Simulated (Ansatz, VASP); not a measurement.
**HgTe in VASP and in Ansatz**

Contents of INCAR:

```
  PREC = Accurate
  ENCUT = 520
  EDIFF = 1E-7
  ISMEAR = -1
  SIGMA = 0.05
  LREAL = F
  LASPH = T
  NELM = 60
  ALGO = Normal
  ISIF = 2
  LWAVE = F
  LCHARG = F
  GGA = PE
  NBANDS = 16
```

Contents of KPOINTS:

```
Automatic mesh
0
Gamma
  9 9 9
```

Contents of POSCAR:

```
HgTe
1.0
    0.0000000000      3.2235000000      3.2235000000
    3.2235000000      0.0000000000      3.2235000000
    3.2235000000      3.2235000000      0.0000000000
Hg Te
1 1
Direct
    0.0044777416      0.0044777416      0.0044777416
    0.7500000000      0.7500000000      0.7500000000
```

Input for Ansatz:

```yaml
crystal:
  lattice:
    - [0.0, 3.2235, 3.2235]
    - [3.2235, 0.0, 3.2235]
    - [3.2235, 3.2235, 0.0]
  atoms:
    - { symbol: Hg, position: [0.0044777416, 0.0044777416, 0.0044777416] }
    - { symbol: Te, position: [0.75, 0.75, 0.75] }
kpoints:
  mp_grid: { grid: [9, 9, 9] }
scf:
  occupations: { method: fermi_dirac, width: 0.05 }
hamiltonian:
  xc: pbe
  pseudopotentials: { kind: all_electron, lapw: { basis_error: 0.0005 } }
output:
  forces: true
  stress: true
  eigenvalues: true
```

Alike in both runs: task single point; functional PBE; k mesh 9 × 9 × 9; occupations fermi-dirac, width 0.05 eV; no spin polarisation.

```csv
,VASP,Ansatz
version,VASP 6.6.1,Ansatz 0.2.0
potentials or method,"VASP PAW PBE potentials, release 64 (Hg, Te), cutoff 520 eV","all-electron LAPW, scalar-relativistic"
```

Ansatz gave:

| Item | Value |
| --- | --- |
| pressure (GPa) | 4.1 |
| traceless stress, the component that is largest in VASP (GPa) | -0.42 |
| rms of the force components (eV/Å) | 0.106 |

What did VASP give for the same quantities?

Pressure (GPa): 4.2; traceless stress, the component that is largest in VASP (GPa): -0.43; rms of the force components (eV/Å): 0.108.

Atom by atom the forces differ by 0.002 eV/Å (rms over components). Ansatz ran all-electron here, and VASP with PAW potentials.

Neither program's run includes spin-orbit coupling.
